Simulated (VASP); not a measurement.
# TiO2 (P4_2/mnm) in VASP: notebook

TiO2 is run at these levels: LDA; tasks: single point, relaxation of cell and atoms.

Program: VASP 6.6.1. These are calculated values, not measurements. Logs are shortened: lines on timing, memory, paths and dates and some standing lists are left out, and cuts for length are marked.

### Step 1. The cell of the first run

It takes space group P4_2/mnm (No. 136, tetragonal). The conventional cell has a = 4.548 Å, b = 4.548 Å, c = 2.917 Å, α = 90.00°, β = 90.00°, γ = 90.00°. Ti (site symmetry mmm) has 6 O at 1.93 to 1.96 Å within 2.6 Å. O (site symmetry m2m) has 3 Ti at 1.93 to 1.96 Å and 1 O at 2.52 Å within 2.6 Å.

### Step 2. Single point, LDA

File INCAR:

```
SYSTEM = TiO2
PREC = Accurate
ENCUT = 600
EDIFF = 1E-6
ISMEAR = 0
SIGMA = 0.02
LREAL = .False.
LASPH = .True.
NELM = 120
ALGO = Normal
ISIF = 2
LWAVE = .False.
LCHARG = .False.
GGA = CA
NBANDS = 33
GGA_COMPAT = .False.
```

File KPOINTS:

```
regular mesh
0
Gamma
  6 6 10
  0 0 0
```

File POSCAR:

```
TiO2
1.0
    4.5482243690      0.0000000000      0.0000000000
    0.0000000000      4.5482243690      0.0000000000
    0.0000000000      0.0000000000      2.9171029784
Ti O
2 4
Direct
    0.0000000000      0.0000000000      0.0000000000
    0.5000000000      0.5000000000      0.5000000000
    0.3039667774      0.3039667774      0.0000000000
    0.1960332226      0.8039667774      0.5000000000
    0.6960332226      0.6960332226      0.0000000000
    0.8039667774      0.1960332226      0.5000000000
```

Potentials or basis: VASP PAW LDA potentials, release 64 (Ti_sv, O).

The run is started by

```
cat potpaw_LDA.64/Ti_sv/POTCAR potpaw_LDA.64/O/POTCAR > POTCAR
mpirun -np 1 vasp_std > vasp.out
```

OUTCAR:

```text
SYSTEM = TiO2
   PREC = Accurate
   ENCUT = 600
   EDIFF = 1E-6
   ISMEAR = 0
   LREAL = .False.
   LASPH = .True.
   NELM = 120
   ISIF = 2
   GGA = CA

 ion  position               nearest neighbor table
   1  0.000  0.000  0.000-   4 1.93   6 1.93   4 1.93   6 1.93   5 1.96   3 1.96
   2  0.500  0.500  0.500-   3 1.93   5 1.93   3 1.93   5 1.93   4 1.96   6 1.96
   3  0.304  0.304  0.000-   2 1.93   2 1.93   1 1.96
   4  0.196  0.804  0.500-   1 1.93   1 1.93   2 1.96
   5  0.696  0.696  0.000-   2 1.93   2 1.93   1 1.96
   6  0.804  0.196  0.500-   1 1.93   1 1.93   2 1.96

  LATTYP: Found a simple tetragonal cell.
 ALAT       =     4.5482243690
 C/A-ratio  =     0.6413718282

  Lattice vectors:

 A1 = (   4.5482243690,   0.0000000000,   0.0000000000)
 A2 = (   0.0000000000,   4.5482243690,   0.0000000000)
 A3 = (   0.0000000000,   0.0000000000,   2.9171029784)

Analysis of symmetry for initial positions (statically):
=====================================================================
 Subroutine PRICEL returns:
 Original cell was already a primitive cell.

 Routine SETGRP: Setting up the symmetry group for a
 simple tetragonal supercell.

 Subroutine GETGRP returns: Found 16 space group operations
 (whereof  8 operations were pure point group operations)
 out of a pool of 16 trial point group operations.

The static configuration has the point symmetry D_2h.
 The point group associated with its full space group is D_4h.

Analysis of symmetry for dynamics (positions and initial velocities):
=====================================================================
 Subroutine PRICEL returns:
 Original cell was already a primitive cell.

 Routine SETGRP: Setting up the symmetry group for a
 simple tetragonal supercell.

 Subroutine GETGRP returns: Found 16 space group operations
 (whereof  8 operations were pure point group operations)
 out of a pool of 16 trial point group operations.

The dynamic configuration has the point symmetry D_2h.
 The point group associated with its full space group is D_4h.

 Subroutine INISYM returns: Found 16 space group operations
 (whereof  8 operations are pure point group operations),
 and found     1 'primitive' translations

----------------------------------------------------------------------------------------

                                     Primitive cell

  volume of cell :      60.3442

  direct lattice vectors                    reciprocal lattice vectors
     4.548224369  0.000000000  0.000000000     0.219866022  0.000000000  0.000000000
     0.000000000  4.548224369  0.000000000     0.000000000  0.219866022  0.000000000
     0.000000000  0.000000000  2.917102978     0.000000000  0.000000000  0.342805862

  length of vectors
     4.548224369  4.548224369  2.917102978     0.219866022  0.219866022  0.342805862

  position of ions in fractional coordinates (direct lattice)
     0.000000000  0.000000000  0.000000000
     0.500000000  0.500000000  0.500000000
     0.303966777  0.303966777  0.000000000
     0.196033223  0.803966777  0.500000000
     0.696033223  0.696033223  0.000000000
     0.803966777  0.196033223  0.500000000

  ion indices of the primitive-cell ions
   primitive index   ion index
                 1           1
                 2           2
                 3           3
                 4           4
                 5           5
                 6           6

----------------------------------------------------------------------------------------

 KPOINTS: regular mesh

Automatic generation of k-mesh.
 Grid dimensions read from file:
 generate k-points for:    6    6   10

 Generating k-lattice:

  Cartesian coordinates                     Fractional coordinates (reciprocal lattice)
     0.036644337  0.000000000  0.000000000     0.166666667  0.000000000  0.000000000
     0.000000000  0.036644337  0.000000000     0.000000000  0.166666667  0.000000000
     0.000000000  0.000000000  0.034280586     0.000000000  0.000000000  0.100000000

  Length of vectors
     0.036644337  0.036644337  0.034280586

  Shift w.r.t. Gamma in fractional coordinates (k-lattice)
     0.000000000  0.000000000  0.000000000

 Subroutine IBZKPT returns following result:
 ===========================================

 Found     60 irreducible k-points:

 Following reciprocal coordinates:
            Coordinates               Weight
  0.000000  0.000000  0.000000      1.000000
  0.166667  0.000000  0.000000      4.000000
  0.333333  0.000000  0.000000      4.000000
  0.500000  0.000000  0.000000      2.000000
  0.166667  0.166667  0.000000      4.000000
  0.333333  0.166667  0.000000      8.000000
[... 16 lines left out ...]
  0.333333  0.000000  0.200000      8.000000
  0.500000  0.000000  0.200000      4.000000
 [... further k-points ...]
   k-points           NKPTS =     60   k-points in BZ     NKDIM =     60   number of bands    NBANDS=     33
   number of dos      NEDOS =    301   number of ions     NIONS =      6
   total plane-waves  NPLWV =  31104
   dimension x,y,z NGX =    36 NGY =   36 NGZ =   24
   dimension x,y,z NGXF=    72 NGYF=   72 NGZF=   48
   ions per type =               2   4
   NGX,Y,Z   is equivalent  to a cutoff of  13.16, 13.16, 13.68 a.u.
   NGXF,Y,Z  is equivalent  to a cutoff of  26.32, 26.32, 27.36 a.u.
 SYSTEM =  TiO2
   PREC   = accura    normal or accurate (medium, high low for compatibility)
   ISTART =      0    job   : 0-new  1-cont  2-samecut
   ICHARG =      2    charge: 1-file 2-atom 10-const
   ISPIN  =      1    spin polarized calculation?
   LNONCOLLINEAR =      F non collinear calculations
   LSORBIT =      F    spin-orbit coupling
   LASPH  =      T    aspherical Exc in radial PAW
   ENCUT  =  600.0 eV  44.10 Ry    6.64 a.u.   9.08  9.08  5.83*2*pi/ulx,y,z
   NELM   =    120;   NELMIN=  2; NELMDL= -5     # of ELM steps
   EDIFF  = 0.1E-05   stopping-criterion for ELM
   LREAL  =      F    real-space projection
   EDIFFG = 0.1E-04   stopping-criterion for IOM
   NSW    =      0    number of steps for IOM
   IBRION =     -1    ionic relax: 0-MD 1-quasi-New 2-CG
   NFREE  =      0    steps in history (QN), initial steepest desc. (CG)
   ISIF   =      2    stress and relaxation
   ISYM   =      2    0-nonsym 1-usesym 2-fastsym
   POTIM  = 0.5000    time-step for ionic-motion
   TEBEG  =    0.0;   TEEND  =   0.0 temperature during run
   PSTRESS=    0.0 pullay stress
   NELECT =      48.0000    total number of electrons
   NUPDOWN=      -1.0000    fix difference up-down
   EMIN   =  10.00;   EMAX   =-10.00  energy-range for DOS
   EFERMI =   0.00;   METHOD = LEGACY
   ISMEAR =     0;   SIGMA  =   0.02  broadening in eV -4-tet -1-fermi 0-gaus
   EFERMI_NEDOS =   21; number of points for ismear=-14 and -15
   IALGO  =     38    algorithm
   IMIX   =      4    mixing-type and parameters
     AMIX     =   0.40;   BMIX     =  1.00
     AMIX_MAG =   1.60;   BMIX_MAG =  1.00
  volume/ion in A,a.u.               =      10.06        67.87
  Fermi-wavevector in a.u.,A,eV,Ry     =   1.516853  2.866436 31.304857  2.300842
  Thomas-Fermi vector in A             =   2.626187
   LORBIT       =      0    0 simple, 1 ext, 2 COOP (PROOUT), +10 PAW based schemes
   GGA     = CA    functional components
   LHFCALC =     F    Hartree Fock is set to
   AEXX    =    0.0000 exact exchange contribution
   IVDW    =     0    specifies the selected vdW correction
   LEPSILON=     F    determine dielectric tensor
   LRPA    =     F    only Hartree local field effects (RPA)
 non-spin polarized calculation
 Gauss-broadening in eV      SIGMA  =   0.02
  energy-cutoff  :      600.00
  volume of cell :       60.34
 maximum number of plane-waves:      2040
   NGX = 19   NGY = 19   NGZ = 11

 number of electron      48.0000007 magnetization

 Free energy of the ion-electron system (eV)
  ---------------------------------------------------
  ext. energy  EPLUGINS =         0.00000000
  ---------------------------------------------------
  free energy    TOTEN  =       -58.78700989 eV

  energy without entropy =      -58.78700989  energy(sigma->0) =      -58.78700989

 E-fermi :   5.1410     XC(G=0): -12.1721

 val. band max:        4.9170588257   @ k =   0.0000   0.0000   0.0000
 cond. band min:       6.7472278896   @ k =   0.0000   0.0000   0.0000
 fundamental gap:      1.8301690639
 Fermi energy:         5.1410469086

 k-point     1 :       0.0000    0.0000    0.0000
  band No.  band energies     occupation
      1     -51.1600      2.00000
      2     -51.1378      2.00000
      3     -27.9067      2.00000
      4     -27.9067      2.00000
      5     -27.7105      2.00000
      6     -27.7105      2.00000
[... 25 lines left out ...]
     32      11.8171      0.00000
     33      11.8171      0.00000

 k-point     2 :       0.1667    0.0000    0.0000
  band No.  band energies     occupation
      1     -51.1585      2.00000
      2     -51.1393      2.00000
      3     -27.8958      2.00000
      4     -27.8947      2.00000
      5     -27.7240      2.00000
      6     -27.7228      2.00000
[... 25 lines left out ...]
     32      11.7143      0.00000
     33      11.7361      0.00000

 k-point     3 :       0.3333    0.0000    0.0000
  band No.  band energies     occupation
      1     -51.1544      2.00000
      2     -51.1433      2.00000
      3     -27.8664      2.00000
      4     -27.8632      2.00000
      5     -27.7584      2.00000
      6     -27.7551      2.00000
[... 25 lines left out ...]
     32      11.5083      0.00000
     33      11.5507      0.00000

 k-point     4 :       0.5000    0.0000    0.0000
  band No.  band energies     occupation
      1     -51.1488      2.00000
      2     -51.1488      2.00000
      3     -27.8378      2.00000
      4     -27.8378      2.00000
      5     -27.7852      2.00000
      6     -27.7852      2.00000
[... 25 lines left out ...]
     32      11.3202      0.00000
     33      11.4239      0.00000

 k-point     5 :       0.1667    0.1667    0.0000
  band No.  band energies     occupation
      1     -51.1572      2.00000
      2     -51.1406      2.00000
      3     -27.9108      2.00000
      4     -27.8614      2.00000
      5     -27.7593      2.00000
      6     -27.7080      2.00000
[... 604 lines left out ...]
 k-point    22 :       0.1667    0.0000    0.2000
  band No.  band energies     occupation
      1     -51.1389      2.00000
      2     -51.1233      2.00000
      3     -27.8722      2.00000
      4     -27.8504      2.00000
      5     -27.8295      2.00000
      6     -27.8275      2.00000
[... 25 lines left out ...]
     32      11.1060      0.00000
     33      11.3129      0.00000

 k-point    23 :       0.3333    0.0000    0.2000
  band No.  band energies     occupation
      1     -51.1355      2.00000
      2     -51.1266      2.00000
      3     -27.8752      2.00000
      4     -27.8516      2.00000
      5     -27.8163      2.00000
      6     -27.7998      2.00000
[... 25 lines left out ...]
     32      10.7012      0.00000
     33      11.3103      0.00000

 k-point    24 :       0.5000    0.0000    0.2000
  band No.  band energies     occupation
      1     -51.1310      2.00000
      2     -51.1310      2.00000
      3     -27.8662      2.00000
      4     -27.8662      2.00000
      5     -27.7904      2.00000
      6     -27.7904      2.00000
[... 25 lines left out ...]
     32      10.5206      0.00000
     33      11.7248      0.00000

 [... further k-points ...]
[... 5 lines left out ...]
  --------------------------------------------------------------------------------------
  -------------------------------------------------------------------------------------
  Total        0.3059298      0.3059298      0.4822271      0.0000000      0.0000000      0.0000000
  in kB        8.1226329      8.1226329     12.8034391      0.0000000      0.0000000      0.0000000
  external PRESSURE =       9.6829017 kB  Pullay stress =       0.0000000 kB

 VOLUME and BASIS-vectors are now :
 -----------------------------------------------------------------------------
  energy-cutoff  :      600.00
  volume of cell :       60.34
      direct lattice vectors                 reciprocal lattice vectors
     4.548224369  0.000000000  0.000000000     0.219866022  0.000000000  0.000000000
     0.000000000  4.548224369  0.000000000     0.000000000  0.219866022  0.000000000
     0.000000000  0.000000000  2.917102978     0.000000000  0.000000000  0.342805862

 POSITION                                       TOTAL-FORCE (eV/Angst)
 -----------------------------------------------------------------------------------
      0.00000      0.00000      0.00000         0.000000      0.000000      0.000000
      2.27411      2.27411      1.45855         0.000000      0.000000      0.000000
      1.38251      1.38251      0.00000        -0.025361     -0.025361     -0.000000
      0.89160      3.65662      1.45855         0.025361     -0.025361      0.000000
      3.16572      3.16572      0.00000         0.025361      0.025361      0.000000
      3.65662      0.89160      1.45855        -0.025361      0.025361      0.000000
 -----------------------------------------------------------------------------------
    total drift:                                0.000000      0.000000     -0.000000

  FREE ENERGIE OF THE ION-ELECTRON SYSTEM (eV)
  ---------------------------------------------------
  free  energy   TOTEN  =       -58.7870098878 eV

  energy  without entropy=      -58.7870098878  energy(sigma->0) =      -58.78700989
```

Wall time 3.9 min (1 thread of Intel Xeon 8259CL, shared host); peak memory 0.23 GiB.

What came out:

```yaml
Free_energy: -58.7870 eV
Pressure: 1.0 GPa
Largest_force: 0.036 eV/Å
Band_gap_on_the_k_mesh: 1.83 eV
```

Forces on the atoms (eV/Å):
```
Ti   0.000  0.000  0.000
Ti   0.000  0.000  0.000
O   -0.025 -0.025  0.000
O    0.025 -0.025  0.000
O    0.025  0.025  0.000
O   -0.025  0.025  0.000
```

### Step 3. Relaxation of cell and atoms, LDA

This run uses another cell than the first one, of 10.65 Å³/atom.

File INCAR:

```
  PREC = Accurate
  ENCUT = 600
  EDIFF = 1E-7
  ISMEAR = 0
  SIGMA = 0.02
  LREAL = False
  LASPH = True
  NELM = 120
  ALGO = Normal
  ISIF = 3
  LWAVE = False
  LCHARG = False
  GGA = CA
  IBRION = 2
  NSW = 70
  EDIFFG = -0.005
  GGA_COMPAT = False
  NELMIN = 4
```

File KPOINTS:

```
regular mesh
0
Gamma
  6 6 10
```

File POSCAR:

```
TiO2
1.0
    4.6432750034      0.0000000000      0.0000000000
    0.0000000000      4.6432750034      0.0000000000
    0.0000000000      0.0000000000      2.9638820297
Ti O
2 4
Direct
    0.0000000000      0.0000000000      0.0000000000
    0.5000000000      0.5000000000      0.5000000000
    0.3051282522      0.3051282522      0.0000000000
    0.1948717478      0.8051282522      0.5000000000
    0.6948717478      0.6948717478      0.0000000000
    0.8051282522      0.1948717478      0.5000000000
```

Potentials or basis: VASP PAW LDA potentials, release 64 (Ti_sv, O).

The run is started by

```
cat potpaw_LDA.64/Ti_sv/POTCAR potpaw_LDA.64/O/POTCAR > POTCAR
mpirun -np 1 vasp_std > vasp.out
```

It took 19 min on 1 thread of Intel Xeon 8259CL, shared host; peak memory 0.25 GiB.

It converged, with:

```yaml
Free_energy: -58.7989 eV
Relaxed_volume: 10.09 Å³/atom
Relaxed_cell: a = 4.552 Å, b = 4.552 Å, c = 2.922 Å, α = 90.00°, β = 90.00°, γ = 90.00°
Space_group_after_relaxing_to_0.1_Å: P4_2/mnm (No. 136)
Energy_gained_by_relaxing: 21.5 meV/atom
Ionic_steps: 9
Pressure_after_relaxing: 0.0 GPa
Largest_force_after_relaxing: 0.004 eV/Å
Band_gap_on_the_k_mesh: 1.82 eV
```

Forces on the atoms (eV/Å):
```
Ti   0.000  0.000  0.000
Ti   0.000  0.000  0.000
O   -0.002 -0.002  0.000
O    0.002 -0.002  0.000
O    0.002  0.002  0.000
O   -0.002  0.002  0.000
```

Step by step:
```tsv
step	energy change (eV)	largest force (eV/Å)	pressure (GPa)	volume (Å³)
1	0.0000	0.1029	-11.96	63.90
2	0.1278	0.7714	20.61	56.83
3	-0.1218	0.2117	-0.40	60.86
4	-0.1219	0.2188	-0.15	60.80
5	-0.1288	0.0249	0.04	60.56
6	-0.1289	0.0074	0.08	60.52
7	-0.1290	0.0046	-0.10	60.56
8	-0.1290	0.0051	-0.07	60.55
9	-0.1290	0.0035	0.02	60.53
```

Final structure:
```
CELL_PARAMETERS angstrom
4.55161 0.00000 0.00000
0.00000 4.55161 0.00000
0.00000 0.00000 2.92182
ATOMIC_POSITIONS crystal
Ti 0.00000 0.00000 0.00000
Ti 0.50000 0.50000 0.50000
O 0.30387 0.30387 0.00000
O 0.19614 0.80387 0.50000
O 0.69614 0.69614 0.00000
O 0.80387 0.19614 0.50000
```

Levels at points of the mesh, in eV from the valence-band top:
| k point | band 22 | band 23 | band 24 | band 25 | band 26 | band 27 |
| --- | --- | --- | --- | --- | --- | --- |
| (0.00, 0.00, 0.00) | -0.48 | -0.48 | 0.00 | 1.82 | 2.10 | 2.40 |
| (0.50, 0.00, 0.00) | -1.70 | -0.79 | -0.79 | 2.53 | 2.53 | 3.09 |
| (0.50, 0.50, 0.00) | -1.32 | -1.11 | -1.11 | 1.86 | 1.86 | 2.54 |
| (0.00, 0.00, 0.50) | -2.57 | -1.47 | -1.47 | 3.04 | 3.04 | 3.27 |
| (0.50, 0.00, 0.50) | -2.15 | -1.10 | -1.10 | 1.86 | 1.86 | 3.29 |
| (0.50, 0.50, 0.50) | -1.39 | -0.68 | -0.68 | 2.61 | 2.61 | 3.24 |

A k mesh can miss the band edges. LDA usually gives volumes a few per cent too small.
